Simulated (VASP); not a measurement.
Runs of VASP 6.6.1 on BN. The structure is that of space group P6_3/mmc (No. 194), or close to it. The cells are those of the table. 

```tsv
task	cell	cutoff (eV)	gap on the mesh (eV)	pressure (GPa)	relaxed volume (Å³/atom)
single point	a = 2.512, b = 2.512, c = 8.620 Å, angles 90.0, 90.0, 120.0°, 4 atoms	520	4.33	0.0	-
single point	a = 2.511, b = 2.511, c = 7.872 Å, angles 90.0, 90.0, 120.0°, 4 atoms	520	4.51	0.3	-
relaxation of shape and atoms at fixed volume	relaxed from a = 2.487, b = 2.487, c = 8.285 Å, angles 90.0, 90.0, 120.0°, 4 atoms	600	4.46	-0.1	(a)
single point	a = 2.512, b = 2.512, c = 8.121 Å, angles 90.0, 90.0, 120.0°, 4 atoms	520	4.46	0.2	-
relaxation of shape and atoms at fixed volume	relaxed from a = 2.536, b = 2.536, c = 8.703 Å, angles 90.0, 90.0, 120.0°, 4 atoms	600	4.29	-0.2	12.12
relaxation of cell and atoms	relaxed from a = 2.512, b = 2.512, c = 8.369 Å, angles 90.0, 90.0, 120.0°, 4 atoms	600	4.51	0.0	(c)
single point	a = 2.512, b = 2.512, c = 8.369 Å, angles 90.0, 90.0, 120.0°, 4 atoms	520	(b)	0.1	-
relaxation of shape and atoms at fixed volume	relaxed from a = 2.486, b = 2.486, c = 8.036 Å, angles 90.0, 90.0, 120.0°, 4 atoms	600	4.51	-0.1	10.75
```

Alike in all rows: level PBE; potentials or basis VASP PAW PBE potentials, release 64 (B, N); no spin polarisation; k mesh 12 × 12 × 4; smearing gaussian 0.02 eV.

Task: Estimate the missing entries.

Result: (a) 11.09; (b) 4.39; (c) 10.74.

Caveats: this functional lacks dispersion, which binds layers or chains, so the pressure and a relaxed spacing across them are unreliable.

A k mesh can miss the band edges.
